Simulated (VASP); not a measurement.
# Li (P6_3/mmc) in VASP: a series of runs

The runs below take Li through single point, with PBE.

Program: VASP 6.6.1. These are calculated values, not measurements. Logs are shortened: lines on timing, memory, paths and dates and some standing lists are left out, and cuts for length are marked.

**1. The cell of the first run**

It takes space group P6_3/mmc (No. 194, hexagonal). The conventional cell has a = 3.067 Å, b = 3.067 Å, c = 4.716 Å, α = 90.00°, β = 90.00°, γ = 120.00°. Li (site symmetry -6m2) has 12 Li at 2.95 to 3.07 Å within 3.9 Å.

**2. Single point, PBE (strained)**

Input file INCAR:

```
SYSTEM = Li
  PREC = Accurate
  ENCUT = 520
  EDIFF = 1E-7
  ISMEAR = 0
  SIGMA = 0.1
  LREAL = .FALSE.
  LASPH = .TRUE.
  NELM = 60
  ALGO = Normal
  ISIF = 2
  LWAVE = .FALSE.
  LCHARG = .FALSE.
  GGA = PE
  NBANDS = 10
```

Input file KPOINTS:

```
Automatic mesh
0
G
  15 15 8
  0 0 0
```

Input file POSCAR:

```
Li
1.0
    3.0673859014      0.0000000000      0.0000000000
   -1.5336929507      2.6564341138      0.0000000000
    0.0000000000      0.0000000000      4.7160161400
Li
2
Direct
    0.3333333333      0.6666666667      0.2500000000
    0.6666666667      0.3333333333      0.7500000000
```

Potentials or basis: VASP PAW PBE potentials, release 64 (Li_sv).

On the command line:

```sh
$ cat potpaw_PBE.64/Li_sv/POTCAR > POTCAR
$ mpirun -np 1 vasp_std > vasp.out
```

OUTCAR:

```text
SYSTEM = Li
   PREC = Accurate
   ENCUT = 520
   EDIFF = 1E-7
   ISMEAR = 0
   LREAL = .FALSE.
   LASPH = .TRUE.
   NELM = 60
   ISIF = 2
   GGA = PE

 ion  position               nearest neighbor table
   1  0.333  0.667  0.250-
   2  0.667  0.333  0.750-

  LATTYP: Found a hexagonal cell.
 ALAT       =     3.0673859014
 C/A-ratio  =     1.5374707623

  Lattice vectors:

 A1 = (   3.0673859014,   0.0000000000,   0.0000000000)
 A2 = (  -1.5336929507,   2.6564341138,   0.0000000000)
 A3 = (   0.0000000000,   0.0000000000,   4.7160161400)

Analysis of symmetry for initial positions (statically):
=====================================================================
 Subroutine PRICEL returns:
 Original cell was already a primitive cell.

 Routine SETGRP: Setting up the symmetry group for a
 hexagonal supercell.

 Subroutine GETGRP returns: Found 24 space group operations
 (whereof 12 operations were pure point group operations)
 out of a pool of 24 trial point group operations.

The static configuration has the point symmetry D_3d.
 The point group associated with its full space group is D_6h.

Analysis of symmetry for dynamics (positions and initial velocities):
=====================================================================
 Subroutine PRICEL returns:
 Original cell was already a primitive cell.

 Routine SETGRP: Setting up the symmetry group for a
 hexagonal supercell.

 Subroutine GETGRP returns: Found 24 space group operations
 (whereof 12 operations were pure point group operations)
 out of a pool of 24 trial point group operations.

The dynamic configuration has the point symmetry D_3d.
 The point group associated with its full space group is D_6h.

 Subroutine INISYM returns: Found 24 space group operations
 (whereof 12 operations are pure point group operations),
 and found     1 'primitive' translations

----------------------------------------------------------------------------------------

                                     Primitive cell

  volume of cell :      38.4276

  direct lattice vectors                    reciprocal lattice vectors
     3.067385901  0.000000000  0.000000000     0.326010496  0.188222248  0.000000000
    -1.533692951  2.656434114  0.000000000     0.000000000  0.376444496  0.000000000
     0.000000000  0.000000000  4.716016140     0.000000000  0.000000000  0.212043379

  length of vectors
     3.067385901  3.067385901  4.716016140     0.376444496  0.376444496  0.212043379

  position of ions in fractional coordinates (direct lattice)
     0.333333333  0.666666667  0.250000000
     0.666666667  0.333333333  0.750000000

  ion indices of the primitive-cell ions
   primitive index   ion index
                 1           1
                 2           2

----------------------------------------------------------------------------------------

 KPOINTS: Automatic mesh

Automatic generation of k-mesh.
 Grid dimensions read from file:
 generate k-points for:   15   15    8

 Generating k-lattice:

  Cartesian coordinates                     Fractional coordinates (reciprocal lattice)
     0.021734033  0.012548150  0.000000000     0.066666667 -0.000000000  0.000000000
     0.000000000  0.025096300  0.000000000     0.000000000  0.066666667  0.000000000
     0.000000000  0.000000000  0.026505422     0.000000000  0.000000000  0.125000000

  Length of vectors
     0.025096300  0.025096300  0.026505422

  Shift w.r.t. Gamma in fractional coordinates (k-lattice)
     0.000000000  0.000000000  0.000000000

 Subroutine IBZKPT returns following result:
 ===========================================

 Found    135 irreducible k-points:

 Following reciprocal coordinates:
            Coordinates               Weight
  0.000000  0.000000  0.000000      1.000000
  0.066667 -0.000000  0.000000      6.000000
  0.133333  0.000000  0.000000      6.000000
  0.200000 -0.000000  0.000000      6.000000
  0.266667  0.000000  0.000000      6.000000
  0.333333  0.000000  0.000000      6.000000
[... 16 lines left out ...]
  0.333333  0.200000  0.000000     12.000000
  0.400000  0.200000  0.000000      6.000000
 [... further k-points ...]
   k-points           NKPTS =    135   k-points in BZ     NKDIM =    135   number of bands    NBANDS=     10
   number of dos      NEDOS =    301   number of ions     NIONS =      2
   total plane-waves  NPLWV =  20736
   dimension x,y,z NGX =    24 NGY =   24 NGZ =   36
   dimension x,y,z NGXF=    48 NGYF=   48 NGZF=   72
   ions per type =               2
   NGX,Y,Z   is equivalent  to a cutoff of  13.01, 13.01, 12.69 a.u.
   NGXF,Y,Z  is equivalent  to a cutoff of  26.02, 26.02, 25.38 a.u.
 SYSTEM =  Li
   PREC   = accura    normal or accurate (medium, high low for compatibility)
   ISTART =      0    job   : 0-new  1-cont  2-samecut
   ICHARG =      2    charge: 1-file 2-atom 10-const
   ISPIN  =      1    spin polarized calculation?
   LNONCOLLINEAR =      F non collinear calculations
   LSORBIT =      F    spin-orbit coupling
   LASPH  =      T    aspherical Exc in radial PAW
   ENCUT  =  520.0 eV  38.22 Ry    6.18 a.u.   5.70  5.70  8.77*2*pi/ulx,y,z
   NELM   =     60;   NELMIN=  2; NELMDL= -5     # of ELM steps
   EDIFF  = 0.1E-06   stopping-criterion for ELM
   LREAL  =      F    real-space projection
   EDIFFG = 0.1E-05   stopping-criterion for IOM
   NSW    =      0    number of steps for IOM
   IBRION =     -1    ionic relax: 0-MD 1-quasi-New 2-CG
   NFREE  =      0    steps in history (QN), initial steepest desc. (CG)
   ISIF   =      2    stress and relaxation
   ISYM   =      2    0-nonsym 1-usesym 2-fastsym
   POTIM  = 0.5000    time-step for ionic-motion
   TEBEG  =    0.0;   TEEND  =   0.0 temperature during run
   PSTRESS=    0.0 pullay stress
   NELECT =       6.0000    total number of electrons
   NUPDOWN=      -1.0000    fix difference up-down
   EMIN   =  10.00;   EMAX   =-10.00  energy-range for DOS
   EFERMI =   0.00;   METHOD = LEGACY
   ISMEAR =     0;   SIGMA  =   0.10  broadening in eV -4-tet -1-fermi 0-gaus
   EFERMI_NEDOS =   21; number of points for ismear=-14 and -15
   IALGO  =     38    algorithm
   IMIX   =      4    mixing-type and parameters
     AMIX     =   0.40;   BMIX     =  1.00
     AMIX_MAG =   1.60;   BMIX_MAG =  1.00
  volume/ion in A,a.u.               =      19.21       129.66
  Fermi-wavevector in a.u.,A,eV,Ry     =   0.881545  1.665878 10.573374  0.777121
  Thomas-Fermi vector in A             =   2.002055
   LORBIT       =      0    0 simple, 1 ext, 2 COOP (PROOUT), +10 PAW based schemes
   GGA     = PE    functional components
   LHFCALC =     F    Hartree Fock is set to
   AEXX    =    0.0000 exact exchange contribution
   IVDW    =     0    specifies the selected vdW correction
   LEPSILON=     F    determine dielectric tensor
   LRPA    =     F    only Hartree local field effects (RPA)
 non-spin polarized calculation
 Gauss-broadening in eV      SIGMA  =   0.10
  energy-cutoff  :      520.00
  volume of cell :       38.43
 maximum number of plane-waves:      1050
 NGX is ok and might be reduce to    24
   NGX = 11   NGY = 11   NGZ = 17

 number of electron       5.9999971 magnetization

 Free energy of the ion-electron system (eV)
  ---------------------------------------------------
  ext. energy  EPLUGINS =         0.00000000
  ---------------------------------------------------
  free energy    TOTEN  =        -3.80318900 eV

  energy without entropy =       -3.79869462  energy(sigma->0) =       -3.80094181

 E-fermi :   0.7720     XC(G=0):  -7.1757

 val. band max:        0.7699088827   @ k =   0.1333   0.1333   0.2500
 cond. band min:       0.7871054688   @ k =   0.2667   0.2667   0.2500
 fundamental gap:      0.0171965860
 Fermi energy:         0.7719720246

 k-point     1 :       0.0000    0.0000    0.0000
  band No.  band energies     occupation
      1     -45.6707      2.00000
      2     -45.6431      2.00000
      3      -2.8501      2.00000
      4       1.1028      0.00000
      5       4.3739      0.00000
      6      12.9662      0.00000
      7      12.9662      0.00000
      8      14.5296      0.00000
      9      14.5297      0.00000
     10      16.7085      0.00000

 k-point     2 :       0.0667   -0.0000    0.0000
  band No.  band energies     occupation
      1     -45.6700      2.00000
      2     -45.6429      2.00000
      3      -2.7810      2.00000
      4       1.1955      0.00000
      5       4.3905      0.00000
      6      12.2071      0.00000
      7      12.4196      0.00000
      8      14.5647      0.00000
      9      14.9662      0.00000
     10      16.4711      0.00000

 k-point     3 :       0.1333    0.0000    0.0000
  band No.  band energies     occupation
      1     -45.6677      2.00000
      2     -45.6422      2.00000
      3      -2.5736      2.00000
      4       1.4733      0.00000
      5       4.4317      0.00000
      6      10.6729      0.00000
      7      11.5332      0.00000
      8      14.6038      0.00000
      9      15.3253      0.00000
     10      15.5987      0.00000

 k-point     4 :       0.2000   -0.0000    0.0000
  band No.  band energies     occupation
      1     -45.6644      2.00000
      2     -45.6414      2.00000
      3      -2.2274      2.00000
      4       1.9355      0.00000
      5       4.4553      0.00000
      6       9.0876      0.00000
      7      10.7085      0.00000
      8      14.0341      0.00000
      9      14.1456      0.00000
     10      14.6495      0.00000

 k-point     5 :       0.2667    0.0000    0.0000
  band No.  band energies     occupation
      1     -45.6602      2.00000
      2     -45.6406      2.00000
      3      -1.7425      2.00000
      4       2.5801      0.00000
      5       4.3240      0.00000
      6       7.8184      0.00000
      7      10.0217      0.00000
      8      12.1965      0.00000
      9      12.5916      0.00000
     10      14.7347      0.00000

 k-point     6 :       0.3333    0.0000    0.0000
  band No.  band energies     occupation
      1     -45.6560      2.00000
      2     -45.6402      2.00000
      3      -1.1226      2.00000
      4       3.4025      0.00000
      5       3.7874      0.00000
      6       7.2004      0.00000
      7       9.4964      0.00000
      8      10.3844      0.00000
      9      11.2013      0.00000
     10      14.3493      0.00000
[... 183 lines left out ...]
 k-point    21 :       0.2000    0.2000    0.0000
  band No.  band energies     occupation
      1     -45.6549      2.00000
      2     -45.6401      2.00000
      3      -0.9717      2.00000
      4       3.5867      0.00000
      5       4.3542      0.00000
      6       6.0158      0.00000
      7       8.3136      0.00000
      8      11.2006      0.00000
      9      12.7782      0.00000
     10      13.0242      0.00000

 k-point    22 :       0.2667    0.2000    0.0000
  band No.  band energies     occupation
      1     -45.6513      2.00000
      2     -45.6403      2.00000
      3      -0.2753      2.00000
      4       3.8865      0.00000
      5       4.4892      0.00000
      6       5.1742      0.00000
      7       7.9344      0.00000
      8       9.8684      0.00000
      9      12.1103      0.00000
     10      12.1581      0.00000

 k-point    23 :       0.3333    0.2000    0.0000
  band No.  band energies     occupation
      1     -45.6483      2.00000
      2     -45.6410      2.00000
      3       0.5298      1.99938
      4       2.8940      0.00000
      5       4.9847      0.00000
      6       5.5321      0.00000
      7       7.7228      0.00000
      8       8.4394      0.00000
      9      11.6835      0.00000
     10      11.6892      0.00000

 k-point    24 :       0.4000    0.2000    0.0000
  band No.  band energies     occupation
      1     -45.6470      2.00000
      2     -45.6415      2.00000
      3       1.1277      0.00000
      4       2.1895      0.00000
      5       4.9664      0.00000
      6       6.3450      0.00000
      7       7.4823      0.00000
      8       7.6538      0.00000
      9      11.5201      0.00000
     10      11.5559      0.00000

 [... further k-points ...]

------------------------ aborting loop because EDIFF is reached ----------------------------------------

  FORCE on cell =-STRESS in cart. coord.  units (eV):
  Direction    XX          YY          ZZ          XY          YZ          ZX
  --------------------------------------------------------------------------------------
  -------------------------------------------------------------------------------------
  Total        0.0942769      0.0942769      0.3060900      0.0000000     -0.0000000      0.0000000
  in kB        3.9307284      3.9307284     12.7619478      0.0000000     -0.0000000      0.0000000
  external PRESSURE =       6.8744682 kB  Pullay stress =       0.0000000 kB

 VOLUME and BASIS-vectors are now :
 -----------------------------------------------------------------------------
  energy-cutoff  :      520.00
  volume of cell :       38.43
      direct lattice vectors                 reciprocal lattice vectors
     3.067385901  0.000000000  0.000000000     0.326010496  0.188222248  0.000000000
    -1.533692951  2.656434114  0.000000000     0.000000000  0.376444496  0.000000000
     0.000000000  0.000000000  4.716016140     0.000000000  0.000000000  0.212043379

 POSITION                                       TOTAL-FORCE (eV/Angst)
 -----------------------------------------------------------------------------------
     -0.00000      1.77096      1.17900        -0.000000      0.000000      0.000000
      1.53369      0.88548      3.53701         0.000000     -0.000000      0.000000
 -----------------------------------------------------------------------------------
    total drift:                               -0.000000      0.000000      0.000000

  FREE ENERGIE OF THE ION-ELECTRON SYSTEM (eV)
  ---------------------------------------------------
  free  energy   TOTEN  =        -3.8031890046 eV

  energy  without entropy=       -3.7986946183  energy(sigma->0) =       -3.80094181
```

Run time: 13 s. Hardware: 1 thread of Intel Xeon Platinum 8559C (Emerald Rapids), shared host; peak memory 0.17 GiB.

Results:

| Quantity | Value |
| --- | --- |
| Free energy | -3.8032 eV |
| Band gap on the k mesh | zero (band 3 reaches 2.83 eV, above the bottom of band 4 at -1.62 eV) |

Caveat: the cell differs from its parent crystal (strained); the cutoff is under 1.25 times the usual one of these potentials, so pressure, stress and relaxed cells hold a basis-set (Pulay) error.

(Continued in part 2 of 3.)
